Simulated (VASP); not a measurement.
# MnO (zincblende type) (F-43m) in VASP: notebook

The runs below take MnO (zincblende type) through electric field gradients, with PBE.

Everything below comes from runs of VASP 6.6.1. Logs are shortened: lines on timing, memory, paths and dates and some standing lists are left out, and cuts for length are marked.

## Step 1: The cell of the first run

Symmetry: F-43m, No. 216, cubic system. The conventional cell has a = 4.719 Å, b = 4.719 Å, c = 4.719 Å, α = 90.00°, β = 90.00°, γ = 90.00°. Within 2.7 Å of Mn (site symmetry -43m) lie 4 O at 2.04 Å. Within 2.7 Å of O (site symmetry -43m) lie 4 Mn at 2.04 Å.

## Step 2: Electric field gradients, PBE, collinear spin, ferromagnetic start (13.14 Å³/atom)

The input, INCAR:

```
ALGO     = Normal         # electronic algorithm
EDIFF    = 1E-8           # SCF threshold, eV
ENCUT    = 520            # plane-wave cutoff, eV
GGA      = PE             # functional
ISIF     = 2              # what is computed and relaxed
ISMEAR   = -1             # smearing method
ISPIN    = 2              # spin polarisation
LASPH    = T              # aspherical terms in the spheres
LCHARG   = F              # write CHGCAR
LEFG     = T            
LMAXMIX  = 4              # l up to which the mixer works
LORBIT   = 11             # projections on sites
LREAL    = F              # projectors in reciprocal space
LWAVE    = F              # write WAVECAR
MAGMOM   = 4 0            # initial moments
NBANDS   = 20             # bands
NELM     = 150            # most SCF steps
PREC     = Accurate       # precision mode
SIGMA    = 0.05           # smearing width, eV
```

The input, KPOINTS:

```
k-points
0
Gamma
  14 14 14
```

The input, POSCAR:

```
MnO
1.0
    0.0000000000      2.3594656012      2.3594656012
    2.3594656012      0.0000000000      2.3594656012
    2.3594656012      2.3594656012      0.0000000000
Mn O
1 1
Direct
    0.0000000000      0.0000000000      0.0000000000
    0.2500000000      0.2500000000      0.2500000000
```

Potentials or basis: VASP PAW PBE potentials, release 64 (Mn_pv, O).

The run is started by

```
cat potpaw_PBE.64/Mn_pv/POTCAR potpaw_PBE.64/O/POTCAR > POTCAR
mpirun -np 1 vasp_std > vasp.out
```

OUTCAR:

```text
EDIFF = 1E-8
   ENCUT = 520
   GGA = PE
   ISIF = 2
   ISMEAR = -1
   ISPIN = 2
   LASPH = T
   LORBIT = 11
   LREAL = F
   NELM = 150
   PREC = Accurate

 ion  position               nearest neighbor table
   1  0.000  0.000  0.000-   2 2.04   2 2.04   2 2.04   2 2.04
   2  0.250  0.250  0.250-   1 2.04   1 2.04   1 2.04   1 2.04

  LATTYP: Found a face centered cubic cell.
 ALAT       =     4.7189312024

  Lattice vectors:

 A1 = (   0.0000000000,   2.3594656012,   2.3594656012)
 A2 = (   2.3594656012,   0.0000000000,   2.3594656012)
 A3 = (   2.3594656012,   2.3594656012,   0.0000000000)

Analysis of symmetry for initial positions (statically):
=====================================================================
 Subroutine PRICEL returns:
 Original cell was already a primitive cell.

 Routine SETGRP: Setting up the symmetry group for a
 face centered cubic supercell.

 Subroutine GETGRP returns: Found 24 space group operations
 (whereof 24 operations were pure point group operations)
 out of a pool of 48 trial point group operations.

The static configuration has the point symmetry T_d .

Analysis of symmetry for dynamics (positions and initial velocities):
=====================================================================
 Subroutine PRICEL returns:
 Original cell was already a primitive cell.

 Routine SETGRP: Setting up the symmetry group for a
 face centered cubic supercell.

 Subroutine GETGRP returns: Found 24 space group operations
 (whereof 24 operations were pure point group operations)
 out of a pool of 48 trial point group operations.

The dynamic configuration has the point symmetry T_d .

Analysis of structural, dynamic, and magnetic symmetry:
=====================================================================
 Subroutine PRICEL returns:
 Original cell was already a primitive cell.

 Routine SETGRP: Setting up the symmetry group for a
 face centered cubic supercell.

 Subroutine GETGRP returns: Found 24 space group operations
 (whereof 24 operations were pure point group operations)
[... 163 lines left out ...]
      3     -44.6302      1.00000
      4     -14.1132      1.00000
      5      -0.4194      1.00000
      6      -0.4194      1.00000
[... 541 lines left out ...]
     19      24.9998      0.00000
     20      27.8229      0.00000

 [... further k-points ...]

 spin component 2

 k-point     1 :       0.0000    0.0000    0.0000
  band No.  band energies     occupation
      1     -39.9446      1.00000
      2     -39.9446      1.00000
      3     -39.9446      1.00000
      4     -13.6603      1.00000
      5       0.8825      1.00000
      6       0.8825      1.00000
[... 541 lines left out ...]
     19      26.3669      0.00000
     20      29.1363      0.00000

 [... further k-points ...]

------------------------ aborting loop because EDIFF is reached ----------------------------------------

  FORCE on cell =-STRESS in cart. coord.  units (eV):
  Direction    XX          YY          ZZ          XY          YZ          ZX
  --------------------------------------------------------------------------------------
  -------------------------------------------------------------------------------------
  Total        1.0140363      1.0140363      1.0140363      0.0000000      0.0000000     -0.0000000
  in kB       61.8433679     61.8433679     61.8433679      0.0000000      0.0000000     -0.0000000
  external PRESSURE =      61.8433679 kB  Pullay stress =       0.0000000 kB

 VOLUME and BASIS-vectors are now :
 -----------------------------------------------------------------------------
  energy-cutoff  :      520.00
  volume of cell :       26.27
      direct lattice vectors                 reciprocal lattice vectors
     0.000000000  2.359465601  2.359465601    -0.211912392  0.211912392  0.211912392
     2.359465601  0.000000000  2.359465601     0.211912392 -0.211912392  0.211912392
     2.359465601  2.359465601  0.000000000     0.211912392  0.211912392 -0.211912392

 POSITION                                       TOTAL-FORCE (eV/Angst)
 -----------------------------------------------------------------------------------
      0.00000      0.00000      0.00000        -0.000000     -0.000000     -0.000000
      1.17973      1.17973      1.17973         0.000000      0.000000      0.000000
 -----------------------------------------------------------------------------------
    total drift:                               -0.000000     -0.000000     -0.000000

  FREE ENERGIE OF THE ION-ELECTRON SYSTEM (eV)
  ---------------------------------------------------
  free  energy   TOTEN  =       -16.3845168651 eV

  energy  without entropy=      -16.3779182551  energy(sigma->0) =      -16.38121756

 Electric field gradients (V/A^2)
---------------------------------------------------------------------
 ion       V_xx      V_yy      V_zz      V_xy      V_xz      V_yz
---------------------------------------------------------------------
   1       0.000    -0.000    -0.000    -0.001    -0.001    -0.001
   2       0.000     0.000    -0.000     0.000     0.000     0.000
---------------------------------------------------------------------

 Electric field gradients after diagonalization (V/A^2)
 (convention: |V_zz| > |V_xx| > |V_yy|)
----------------------------------------------------------------------
 ion       V_xx      V_yy      V_zz     asymmetry (V_yy - V_xx)/ V_zz
----------------------------------------------------------------------
   1       0.001     0.001    -0.002       0.000
   2      -0.000    -0.000     0.000       0.000
----------------------------------------------------------------------

           NMR quadrupolar parameters

 Cq : quadrupolar parameter    Cq=e*Q*V_zz/h
 eta: asymmetry parameters     (V_yy - V_xx)/ V_zz
 Q  : nuclear electric quadrupole moment in mb (millibarn)
----------------------------------------------------------------------
 ion       Cq(MHz)       eta       Q (mb)
----------------------------------------------------------------------
   1      -0.000       0.000       1.000
   2       0.000       0.000       1.000
----------------------------------------------------------------------

 total charge

# of ion       s       p       d       tot
------------------------------------------
    1        0.241   6.233   4.956  11.430
    2        1.556   3.461   0.000   5.017
--------------------------------------------------
tot          1.797   9.694   4.956  16.447

 magnetization (x)

# of ion       s       p       d       tot
------------------------------------------
    1        0.036   0.062   4.272   4.369
    2        0.020   0.177   0.000   0.196
--------------------------------------------------
tot          0.055   0.238   4.272   4.566
```

OSZICAR:

```text
N       E                     dE             d eps       ncg     rms          rms(c)
DAV:   1     0.172114246317E+03    0.17211E+03   -0.10435E+04  8336   0.107E+03
DAV:   2    -0.995358915232E+01   -0.18207E+03   -0.17031E+03  8544   0.320E+02
[... 11 lines left out ...]
DAV:  14    -0.163845166991E+02   -0.43015E-04   -0.70734E-05  9096   0.614E-02    0.255E-02
DAV:  15    -0.163845158750E+02    0.82408E-06   -0.87121E-06  9316   0.246E-02    0.103E-02
DAV:  16    -0.163845163044E+02   -0.42944E-06   -0.45297E-07  9192   0.585E-03    0.798E-03
DAV:  17    -0.163845167886E+02   -0.48416E-06   -0.51851E-07  9664   0.605E-03    0.330E-03
DAV:  18    -0.163845168746E+02   -0.86021E-07   -0.12004E-07  9124   0.244E-03    0.414E-04
DAV:  19    -0.163845168651E+02    0.94919E-08   -0.62001E-09  7316   0.699E-04
   1 F= -.16384517E+02 E0= -.16381218E+02  d E =-.659861E-02  mag=     4.9354
```

Wall time 8.4 min (1 thread of Intel Xeon 8259CL, shared host); peak memory 0.23 GiB.

Results:

* Free energy: -16.3845 eV
* Pressure: 6.2 GPa
* Net moment: 4.94 μB per cell
* Site moments: Mn +4.37; O +0.20 μB
* Largest electric field gradient by atom: zero within the noise of the run
* Valence electrons inside the program's atomic spheres: Mn 11.43; O 5.02

Caveat: the cell stands under pressure; a cell with one magnetic atom can't hold antiferromagnetic order, which such compounds often take; semilocal functionals often make such compounds metallic where correlation or magnetic order opens a gap, which also shifts bond lengths. With open d or f shells a metallic result of PBE can be an artefact of self-interaction; +U or a hybrid may open a gap.

## Step 3: Electric field gradients, PBE, collinear spin, ferromagnetic start (14.52 Å³/atom)

This run uses another cell than the first one, of 14.52 Å³/atom.

The input, INCAR:

```
PREC     = Accurate       # precision mode
ENCUT    = 520            # plane-wave cutoff, eV
EDIFF    = 1E-8           # SCF threshold, eV
ISMEAR   = -1             # smearing method
SIGMA    = 0.05           # smearing width, eV
LREAL    = F              # projectors in reciprocal space
LASPH    = T              # aspherical terms in the spheres
NELM     = 150            # most SCF steps
ALGO     = Normal         # electronic algorithm
ISIF     = 2              # what is computed and relaxed
LWAVE    = F              # write WAVECAR
LCHARG   = F              # write CHGCAR
ISPIN    = 2              # spin polarisation
MAGMOM   = 4 0            # initial moments
LORBIT   = 11             # projections on sites
LMAXMIX  = 4              # l up to which the mixer works
GGA      = PE             # functional
LEFG     = T            
NBANDS   = 20             # bands
```

The input, KPOINTS:

```
regular mesh
0
Gamma
  14 14 14
```

The input, POSCAR:

```
MnO
1.0
    0.0000000000      2.4395078206      2.4395078206
    2.4395078206      0.0000000000      2.4395078206
    2.4395078206      2.4395078206      0.0000000000
Mn O
1 1
Direct
    0.0000000000      0.0000000000      0.0000000000
    0.2500000000      0.2500000000      0.2500000000
```

Potentials or basis: VASP PAW PBE potentials, release 64 (Mn_pv, O).

The run is started by

```
cat potpaw_PBE.64/Mn_pv/POTCAR potpaw_PBE.64/O/POTCAR > POTCAR
mpirun -np 1 vasp_std > vasp.out
```

OUTCAR:

```text
PREC = Accurate
   ENCUT = 520
   EDIFF = 1E-8
   ISMEAR = -1
   LREAL = F
   LASPH = T
   NELM = 150
   ISIF = 2
   ISPIN = 2
   LORBIT = 11
   GGA = PE

 ion  position               nearest neighbor table
   1  0.000  0.000  0.000-   2 2.11   2 2.11   2 2.11   2 2.11
   2  0.250  0.250  0.250-   1 2.11   1 2.11   1 2.11   1 2.11

  LATTYP: Found a face centered cubic cell.
 ALAT       =     4.8790156412

  Lattice vectors:

 A1 = (   0.0000000000,   2.4395078206,   2.4395078206)
 A2 = (   2.4395078206,   0.0000000000,   2.4395078206)
 A3 = (   2.4395078206,   2.4395078206,   0.0000000000)

[... 1346 lines left out ...]

 Electric field gradients after diagonalization (V/A^2)
 (convention: |V_zz| > |V_xx| > |V_yy|)
----------------------------------------------------------------------
 ion       V_xx      V_yy      V_zz     asymmetry (V_yy - V_xx)/ V_zz
----------------------------------------------------------------------
   1       0.003     0.003    -0.007       0.000
   2       0.002     0.002    -0.004       0.000
----------------------------------------------------------------------

           NMR quadrupolar parameters

 Cq : quadrupolar parameter    Cq=e*Q*V_zz/h
 eta: asymmetry parameters     (V_yy - V_xx)/ V_zz
 Q  : nuclear electric quadrupole moment in mb (millibarn)
----------------------------------------------------------------------
 ion       Cq(MHz)       eta       Q (mb)
----------------------------------------------------------------------
   1      -0.000       0.000       1.000
   2      -0.000       0.000       1.000
----------------------------------------------------------------------

 total charge

# of ion       s       p       d       tot
------------------------------------------
    1        0.222   6.191   4.917  11.330
    2        1.554   3.418   0.000   4.972
--------------------------------------------------
tot          1.776   9.609   4.917  16.302

 magnetization (x)

# of ion       s       p       d       tot
------------------------------------------
    1        0.037   0.053   4.352   4.442
    2        0.018   0.162   0.000   0.180
--------------------------------------------------
tot          0.055   0.214   4.352   4.622
```

stdout:

```text
POSCAR found type information on POSCAR MnO
 POSCAR found :  2 types and       2 ions
 scaLAPACK will be used
 LDA part: xc-table for (Slater+PW92), standard interpolation
 POSCAR, INCAR and KPOINTS ok, starting setup
 FFT: planning ... GRIDC
 FFT: planning ... GRID_SOFT
 FFT: planning ... GRID
 WAVECAR not read
 entering main loop
ion   1

ion   2
```

Wall time 3.7 min (1 thread of Intel Xeon 8259CL, shared host); peak memory 0.24 GiB.

Results:

* Free energy: -16.3959 eV
* Pressure: -4.8 GPa
* Band gap on the k mesh: zero (filled and empty bands overlap)
* Net moment: 5.00 μB per cell
* Site moments: Mn +4.44; O +0.18 μB
* Largest electric field gradient by atom: zero within the noise of the run
* Valence electrons inside the program's atomic spheres: Mn 11.33; O 4.97

Levels at points of the mesh, in eV from the Fermi level:
Spin up:
```tsv
k point	band 8	band 9	band 10	band 11	band 12	band 13	band 14	band 15	band 16	band 17
(0.00, 0.00, 0.00)	-2.69	-2.69	-1.37	-0.02	-0.02	-0.02	11.73	11.73	11.73	16.66
(0.50, 0.00, 0.00)	-2.53	-2.53	-2.45	-0.79	-0.79	3.77	5.07	11.24	11.24	14.14
(0.50, 0.50, 0.00)	-3.11	-2.41	-2.02	-1.74	-1.74	3.68	7.46	9.20	11.31	11.31
```
Spin down:
```tsv
k point	band 5	band 6	band 7	band 8	band 9	band 10
(0.00, 0.00, 0.00)	-4.29	-4.29	-4.29	0.02	1.64	1.64
(0.50, 0.00, 0.00)	-5.58	-4.14	-4.14	1.48	1.78	1.78
(0.50, 0.50, 0.00)	-5.58	-4.06	-4.06	0.43	1.70	2.08
```

Caveat: the cell stands under tension; a cell with one magnetic atom can't hold antiferromagnetic order, which such compounds often take; semilocal functionals often make such compounds metallic where correlation or magnetic order opens a gap, which also shifts bond lengths.
